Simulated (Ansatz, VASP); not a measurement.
## PtSe2: VASP beside Ansatz

```
Pt Se
1.0
     4.01156    0.00000    0.00000
    -2.00578    3.47411    0.00000
     0.00000    0.00000    4.36230
Pt Se
1 2
Cartesian
  0.0000 0.0000 0.0000
  0.0000 2.3161 1.0906
  2.0058 1.1580 3.2717
```

Alike in both runs: task single point; functional r2SCAN; k mesh 18 × 18 × 10; occupations gaussian, width 0.15 eV; no spin polarisation.

```csv
,VASP,Ansatz
version,VASP 6.6.1,Ansatz 0.2.0
potentials or method,"VASP PAW PBE potentials, release 64 (Pt, Se), cutoff 550 eV","scalar-relativistic, plane waves, PAW"
valence electrons in the cell,22,50
```

```csv
,VASP,Ansatz,Ansatz less VASP
gap on the k mesh at the Fermi level (eV),none,none,-
pressure (GPa),-2.3,-2.3,0.00
"traceless stress, the component that is largest in VASP (GPa)",8.96,8.98,+0.023
rms of the force components (eV/Å),0.227,0.222,-0.0043
```

VASP's potentials were made for PBE, not for r2SCAN. Atom by atom the forces differ by 0.004 eV/Å (rms over components). A gap of «none» marks a metal or a gap that the smearing closes. With one functional, cell and mesh, what is left measures potentials, basis and numerics. VASP's potentials hold 22 valence electrons a cell and Ansatz's 50, so a difference there can come from the potentials and not from the codes.

Neither program's run includes spin-orbit coupling.
